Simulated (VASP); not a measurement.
# LiCl (I4/mmm) in VASP: notebook

LiCl is run at these levels: PBE; tasks: single point.

Program: VASP 6.6.1. These are calculated values, not measurements. Logs are shortened: lines on timing, memory, paths and dates and some standing lists are left out, and cuts for length are marked.

## (1) The cell of the first run

Symmetry: I4/mmm, No. 139, tetragonal system. Conventional cell: a = 3.627 Å, b = 3.627 Å, c = 4.822 Å, α = 90.00°, β = 90.00°, γ = 90.00°. Li (site symmetry 4/mmm) has 6 Cl at 2.41 to 2.56 Å within 3.2 Å. Cl (site symmetry 4/mmm) has 6 Li at 2.41 to 2.56 Å within 3.2 Å.

## (2) Single point, PBE (strain -0.0600 x Voigt [0, 0, 1, 0, 0, 0])

Contents of INCAR:

```
SYSTEM = LiCl
PREC = Accurate ; ENCUT = 520
EDIFF = 1E-6 ; ISMEAR = 0
SIGMA = 0.05 ; LREAL = .FALSE.
LASPH = .TRUE. ; NELM = 80
ALGO = Normal ; ISIF = 2
LWAVE = .FALSE. ; LCHARG = .TRUE.
GGA = PE ; LELF = .TRUE.
LVHAR = .TRUE. ; NBANDS = 12
```

Contents of KPOINTS:

```
regular mesh
0
G
  8 8 8
  0 0 0
```

Contents of POSCAR:

```
LiCl
1.0
    0.0000000000      2.5647600000      2.4108744000
    2.5647600000      0.0000000000      2.4108744000
    2.5647600000      2.5647600000      0.0000000000
Li Cl
1 1
Direct
    0.0000000000      0.0000000000      0.0000000000
    0.5000000000      0.5000000000      0.5000000000
```

Potentials or basis: VASP PAW PBE potentials, release 64 (Li_sv, Cl).

Command:

```sh
> cat potpaw_PBE.64/Li_sv/POTCAR potpaw_PBE.64/Cl/POTCAR > POTCAR
> mpirun -np 1 vasp_std > vasp.out
```

OUTCAR:

```text
SYSTEM = LiCl
   PREC = Accurate
   ENCUT = 520
   EDIFF = 1E-6
   ISMEAR = 0
   LREAL = .FALSE.
   LASPH = .TRUE.
   NELM = 80
   ISIF = 2
   GGA = PE

 ion  position               nearest neighbor table
   1  0.000  0.000  0.000-   2 2.41   2 2.41   2 2.56   2 2.56   2 2.56   2 2.56
   2  0.500  0.500  0.500-   1 2.41   1 2.41   1 2.56   1 2.56   1 2.56   1 2.56

  LATTYP: Found a body centered tetragonal cell.
 ALAT       =     3.6271183762
 C/A-ratio  =     1.3293607486

  Lattice vectors:

 A1 = (   0.0000000000,  -2.5647600000,  -2.4108744000)
 A2 = (   0.0000000000,   2.5647600000,  -2.4108744000)
 A3 = (   2.5647600000,   0.0000000000,   2.4108744000)

Analysis of symmetry for initial positions (statically):
=====================================================================
 Subroutine PRICEL returns:
 Original cell was already a primitive cell.

 Routine SETGRP: Setting up the symmetry group for a
 body centered tetragonal supercell.

 Subroutine GETGRP returns: Found 16 space group operations
 (whereof 16 operations were pure point group operations)
 out of a pool of 16 trial point group operations.

The static configuration has the point symmetry D_4h.

Analysis of symmetry for dynamics (positions and initial velocities):
=====================================================================
 Subroutine PRICEL returns:
 Original cell was already a primitive cell.

 Routine SETGRP: Setting up the symmetry group for a
 body centered tetragonal supercell.

 Subroutine GETGRP returns: Found 16 space group operations
 (whereof 16 operations were pure point group operations)
 out of a pool of 16 trial point group operations.

The dynamic configuration has the point symmetry D_4h.

 Subroutine INISYM returns: Found 16 space group operations
 (whereof 16 operations are pure point group operations),
 and found     1 'primitive' translations

----------------------------------------------------------------------------------------

                                     Primitive cell

  volume of cell :      31.7174

  direct lattice vectors                    reciprocal lattice vectors
     0.000000000  2.564760000  2.410874400    -0.194950015  0.194950015  0.207393633
     2.564760000  0.000000000  2.410874400     0.194950015 -0.194950015  0.207393633
     2.564760000  2.564760000  0.000000000     0.194950015  0.194950015 -0.207393633

  length of vectors
     3.519987107  3.519987107  3.627118376     0.344997298  0.344997298  0.344997298

  position of ions in fractional coordinates (direct lattice)
     0.000000000  0.000000000  0.000000000
     0.500000000  0.500000000  0.500000000

  ion indices of the primitive-cell ions
   primitive index   ion index
                 1           1
                 2           2

----------------------------------------------------------------------------------------

 KPOINTS: regular mesh

Automatic generation of k-mesh.
 Grid dimensions read from file:
 generate k-points for:    8    8    8

 Generating k-lattice:

  Cartesian coordinates                     Fractional coordinates (reciprocal lattice)
    -0.024368752  0.024368752  0.025924204     0.125000000 -0.000000000  0.000000000
     0.024368752 -0.024368752  0.025924204    -0.000000000  0.125000000  0.000000000
     0.024368752  0.024368752 -0.025924204     0.000000000  0.000000000  0.125000000

  Length of vectors
     0.043124662  0.043124662  0.043124662

  Shift w.r.t. Gamma in fractional coordinates (k-lattice)
     0.000000000  0.000000000  0.000000000

 Subroutine IBZKPT returns following result:
 ===========================================

 Found     59 irreducible k-points:

 Following reciprocal coordinates:
            Coordinates               Weight
  0.000000  0.000000  0.000000      1.000000
  0.125000  0.000000  0.000000      8.000000
  0.250000  0.000000  0.000000      8.000000
  0.375000  0.000000  0.000000      8.000000
  0.500000  0.000000  0.000000      4.000000
  0.125000  0.125000  0.000000      2.000000
[... 16 lines left out ...]
  0.250000  0.000000  0.125000     16.000000
  0.375000  0.000000  0.125000     16.000000
 [... further k-points ...]
   k-points           NKPTS =     59   k-points in BZ     NKDIM =     59   number of bands    NBANDS=     12
   number of dos      NEDOS =    301   number of ions     NIONS =      2
   total plane-waves  NPLWV =  21952
   dimension x,y,z NGX =    28 NGY =   28 NGZ =   28
   dimension x,y,z NGXF=    56 NGYF=   56 NGZF=   56
   ions per type =               1   1
   NGX,Y,Z   is equivalent  to a cutoff of  13.22, 13.22, 12.83 a.u.
   NGXF,Y,Z  is equivalent  to a cutoff of  26.45, 26.45, 25.67 a.u.
 SYSTEM =  LiCl
   PREC   = accura    normal or accurate (medium, high low for compatibility)
   ISTART =      0    job   : 0-new  1-cont  2-samecut
   ICHARG =      2    charge: 1-file 2-atom 10-const
   ISPIN  =      1    spin polarized calculation?
   LNONCOLLINEAR =      F non collinear calculations
   LSORBIT =      F    spin-orbit coupling
   LASPH  =      T    aspherical Exc in radial PAW
   ENCUT  =  520.0 eV  38.22 Ry    6.18 a.u.   6.54  6.54  6.74*2*pi/ulx,y,z
   NELM   =     80;   NELMIN=  2; NELMDL= -5     # of ELM steps
   EDIFF  = 0.1E-05   stopping-criterion for ELM
   LREAL  =      F    real-space projection
   EDIFFG = 0.1E-04   stopping-criterion for IOM
   NSW    =      0    number of steps for IOM
   IBRION =     -1    ionic relax: 0-MD 1-quasi-New 2-CG
   NFREE  =      0    steps in history (QN), initial steepest desc. (CG)
   ISIF   =      2    stress and relaxation
   ISYM   =      2    0-nonsym 1-usesym 2-fastsym
   POTIM  = 0.5000    time-step for ionic-motion
   TEBEG  =    0.0;   TEEND  =   0.0 temperature during run
   PSTRESS=    0.0 pullay stress
   NELECT =      10.0000    total number of electrons
   NUPDOWN=      -1.0000    fix difference up-down
   EMIN   =  10.00;   EMAX   =-10.00  energy-range for DOS
   EFERMI =   0.00;   METHOD = LEGACY
   ISMEAR =     0;   SIGMA  =   0.05  broadening in eV -4-tet -1-fermi 0-gaus
   EFERMI_NEDOS =   21; number of points for ismear=-14 and -15
   IALGO  =     38    algorithm
   IMIX   =      4    mixing-type and parameters
     AMIX     =   0.40;   BMIX     =  1.00
     AMIX_MAG =   1.60;   BMIX_MAG =  1.00
  volume/ion in A,a.u.               =      15.86       107.02
  Fermi-wavevector in a.u.,A,eV,Ry     =   1.114232  2.105592 16.891798  1.241512
  Thomas-Fermi vector in A             =   2.250825
   LORBIT       =      0    0 simple, 1 ext, 2 COOP (PROOUT), +10 PAW based schemes
   GGA     = PE    functional components
   LHFCALC =     F    Hartree Fock is set to
   AEXX    =    0.0000 exact exchange contribution
   IVDW    =     0    specifies the selected vdW correction
   LEPSILON=     F    determine dielectric tensor
   LRPA    =     F    only Hartree local field effects (RPA)
 non-spin polarized calculation
 Gauss-broadening in eV      SIGMA  =   0.05
  energy-cutoff  :      520.00
  volume of cell :       31.72
 maximum number of plane-waves:       873
 NGX is ok and might be reduce to    28
   NGX = 13   NGY = 13   NGZ = 13

 number of electron      10.0000000 magnetization

 number of electron       9.9999992 magnetization

 Free energy of the ion-electron system (eV)
  ---------------------------------------------------
  ext. energy  EPLUGINS =         0.00000000
  ---------------------------------------------------
  free energy    TOTEN  =        -7.35376638 eV

  energy without entropy =       -7.35376638  energy(sigma->0) =       -7.35376638

 E-fermi :   1.4688     XC(G=0):  -8.9953

 val. band max:        1.1200424894   @ k =   0.0000   0.0000   0.0000
 cond. band min:       7.7666856448   @ k =   0.0000   0.0000   0.0000
 fundamental gap:      6.6466431554
 Fermi energy:         1.4688486444

 k-point     1 :       0.0000    0.0000    0.0000
  band No.  band energies     occupation
      1     -42.3530      2.00000
      2     -12.5692      2.00000
      3       0.9094      2.00000
      4       1.1200      2.00000
      5       1.1200      2.00000
      6       7.7667      0.00000
      7      12.8869      0.00000
      8      12.8869      0.00000
      9      13.4399      0.00000
     10      15.3555      0.00000
     11      15.5379      0.00000
     12      15.5380      0.00000

 k-point     2 :       0.1250    0.0000    0.0000
  band No.  band energies     occupation
      1     -42.3524      2.00000
      2     -12.4837      2.00000
      3       0.4603      2.00000
      4       0.9784      2.00000
      5       1.0504      2.00000
      6       8.2265      0.00000
      7      12.2773      0.00000
      8      12.6881      0.00000
      9      13.2953      0.00000
     10      14.1322      0.00000
     11      14.5447      0.00000
     12      16.4530      0.00000

 k-point     3 :       0.2500    0.0000    0.0000
  band No.  band energies     occupation
      1     -42.3511      2.00000
      2     -12.2643      2.00000
      3      -0.6677      2.00000
      4       0.8923      2.00000
      5       0.9157      2.00000
      6       8.5097      0.00000
      7      11.5019      0.00000
      8      12.0988      0.00000
      9      12.4277      0.00000
     10      15.1705      0.00000
     11      15.1926      0.00000
     12      17.0708      0.00000

 k-point     4 :       0.3750    0.0000    0.0000
  band No.  band energies     occupation
      1     -42.3497      2.00000
      2     -12.0236      2.00000
      3      -1.6370      2.00000
      4       0.7462      2.00000
      5       0.8701      2.00000
      6       8.0858      0.00000
      7      10.6233      0.00000
      8      11.2346      0.00000
      9      13.7555      0.00000
     10      16.8492      0.00000
     11      17.1920      0.00000
     12      17.8091      0.00000

 k-point     5 :       0.5000    0.0000    0.0000
  band No.  band energies     occupation
      1     -42.3491      2.00000
      2     -11.9163      2.00000
      3      -2.0112      2.00000
      4       0.6888      2.00000
      5       0.8534      2.00000
      6       7.8611      0.00000
      7      10.3210      0.00000
      8      10.8999      0.00000
      9      14.6745      0.00000
     10      18.1257      0.00000
     11      18.4221      0.00000
     12      18.8212      0.00000
[... 228 lines left out ...]
      1     -42.3473      2.00000
      2     -11.5455      2.00000
      3      -2.1167      2.00000
      4      -0.3050      2.00000
      5      -0.3050      2.00000
      6       9.0247      0.00000
      7       9.0581      0.00000
      8      14.6773      0.00000
      9      15.3761      0.00000
     10      15.3761      0.00000
     11      18.3833      0.00000
     12      19.8531      0.00000

 k-point    22 :       0.1250    0.0000    0.1250
  band No.  band energies     occupation
      1     -42.3523      2.00000
      2     -12.4574      2.00000
      3       0.5871      2.00000
      4       0.7012      2.00000
      5       0.9592      2.00000
      6       8.4837      0.00000
      7      11.9704      0.00000
      8      12.5093      0.00000
      9      13.3130      0.00000
     10      13.3535      0.00000
     11      16.3060      0.00000
     12      16.6115      0.00000

 k-point    23 :       0.2500    0.0000    0.1250
  band No.  band energies     occupation
      1     -42.3513      2.00000
      2     -12.2822      2.00000
      3      -0.3324      2.00000
      4       0.6225      2.00000
      5       0.7912      2.00000
      6       9.1262      0.00000
      7      11.2937      0.00000
      8      11.5060      0.00000
      9      13.0641      0.00000
     10      14.1595      0.00000
     11      16.1674      0.00000
     12      17.6498      0.00000

 k-point    24 :       0.3750    0.0000    0.1250
  band No.  band energies     occupation
      1     -42.3499      2.00000
      2     -12.0428      2.00000
      3      -1.3181      2.00000
      4       0.4999      2.00000
      5       0.6164      2.00000
      6       8.8965      0.00000
      7      10.5699      0.00000
      8      12.0041      0.00000
      9      12.5736      0.00000
     10      15.7153      0.00000
     11      17.5275      0.00000
     12      18.3751      0.00000

 [... further k-points ...]

------------------------ aborting loop because EDIFF is reached ----------------------------------------

  FORCE on cell =-STRESS in cart. coord.  units (eV):
  Direction    XX          YY          ZZ          XY          YZ          ZX
  --------------------------------------------------------------------------------------
  -------------------------------------------------------------------------------------
  Total        0.3666595      0.3666595      1.0209058      0.0000000     -0.0000000      0.0000000
  in kB       18.5214734     18.5214734     51.5701304      0.0000000     -0.0000000      0.0000000
  external PRESSURE =      29.5376924 kB  Pullay stress =       0.0000000 kB

 VOLUME and BASIS-vectors are now :
 -----------------------------------------------------------------------------
  energy-cutoff  :      520.00
  volume of cell :       31.72
      direct lattice vectors                 reciprocal lattice vectors
     0.000000000  2.564760000  2.410874400    -0.194950015  0.194950015  0.207393633
     2.564760000  0.000000000  2.410874400     0.194950015 -0.194950015  0.207393633
     2.564760000  2.564760000  0.000000000     0.194950015  0.194950015 -0.207393633

 POSITION                                       TOTAL-FORCE (eV/Angst)
 -----------------------------------------------------------------------------------
      0.00000      0.00000      0.00000        -0.000000     -0.000000     -0.000000
      2.56476      2.56476      2.41087         0.000000      0.000000      0.000000
 -----------------------------------------------------------------------------------
    total drift:                                0.000000      0.000000      0.000000

  FREE ENERGIE OF THE ION-ELECTRON SYSTEM (eV)
  ---------------------------------------------------
  free  energy   TOTEN  =        -7.3537663781 eV

  energy  without entropy=       -7.3537663781  energy(sigma->0) =       -7.35376638
```

Wall time 34 s (1 thread of Intel Xeon 8259CL, shared host); peak memory 0.16 GiB.

What came out:

- Free energy: -7.3538 eV
- Band gap on the k mesh: 6.65 eV

Levels at points of the mesh, in eV from the valence-band top:
```tsv
k point	band 1	band 2	band 3	band 4	band 5	band 6	band 7	band 8	band 9	band 10
(0.00, 0.00, 0.00)	-43.47	-13.69	-0.21	0.00	0.00	6.65	11.77	11.77	12.32	14.24
(0.50, 0.00, 0.00)	-43.47	-13.04	-3.13	-0.43	-0.27	6.74	9.20	9.78	13.55	17.01
(0.50, 0.50, 0.00)	-43.47	-12.67	-3.24	-1.43	-1.43	7.90	7.94	13.56	14.26	14.26
(0.50, 0.00, 0.50)	-43.47	-12.78	-3.26	-1.43	-0.99	8.04	8.26	12.63	14.04	15.45
```

Caveat: the cell differs from its parent crystal (strain -0.0600 x Voigt [0, 0, 1, 0, 0, 0]); the cutoff is under 1.25 times the usual one of these potentials, so pressure, stress and relaxed cells hold a basis-set (Pulay) error.

## (3) Single point, PBE (strain -0.0450 x Voigt [0, 0, 1, 0, 0, 0])

Contents of INCAR:

```
SYSTEM = LiCl
PREC = Accurate ; ENCUT = 520
EDIFF = 1E-6 ; ISMEAR = 0
SIGMA = 0.05 ; LREAL = .FALSE.
LASPH = .TRUE. ; NELM = 100
ALGO = Normal ; ISIF = 2
LWAVE = .FALSE. ; LCHARG = .FALSE.
GGA = PE ; NBANDS = 12
```

Contents of KPOINTS:

```
Automatic mesh
0
G
  8 8 8
  0 0 0
```

Contents of POSCAR:

```
LiCl
1.0
    0.0000000000      2.5647600000      2.4493458000
    2.5647600000      0.0000000000      2.4493458000
    2.5647600000      2.5647600000      0.0000000000
Li Cl
1 1
Direct
    0.0000000000      0.0000000000      0.0000000000
    0.5000000000      0.5000000000      0.5000000000
```

Potentials or basis: VASP PAW PBE potentials, release 64 (Li_sv, Cl).

Command:

```sh
> cat potpaw_PBE.64/Li_sv/POTCAR potpaw_PBE.64/Cl/POTCAR > POTCAR
> mpirun -np 1 vasp_std > vasp.out
```

It took 34 s on 1 thread of Intel Xeon 8259CL, shared host; peak memory 0.16 GiB.

Results (log left out):

```yaml
Free_energy: -7.3679 eV
Band_gap_on_the_k_mesh: 6.57 eV
```

Levels at points of the mesh, in eV from the valence-band top:
```tsv
k point	band 3	band 4	band 5	band 6	band 7	band 8
(0.00, 0.00, 0.00)	-0.15	0.00	0.00	6.57	11.81	11.81
(0.50, 0.00, 0.00)	-3.05	-0.38	-0.26	6.75	9.28	9.70
(0.50, 0.50, 0.00)	-3.15	-1.34	-1.34	7.90	8.03	13.26
(0.50, 0.00, 0.50)	-3.16	-1.35	-1.02	8.00	8.26	12.58
```

Caveat: the cell differs from its parent crystal (strain -0.0450 x Voigt [0, 0, 1, 0, 0, 0]); the cutoff is under 1.25 times the usual one of these potentials, so pressure, stress and relaxed cells hold a basis-set (Pulay) error. A k mesh can miss the band edges.
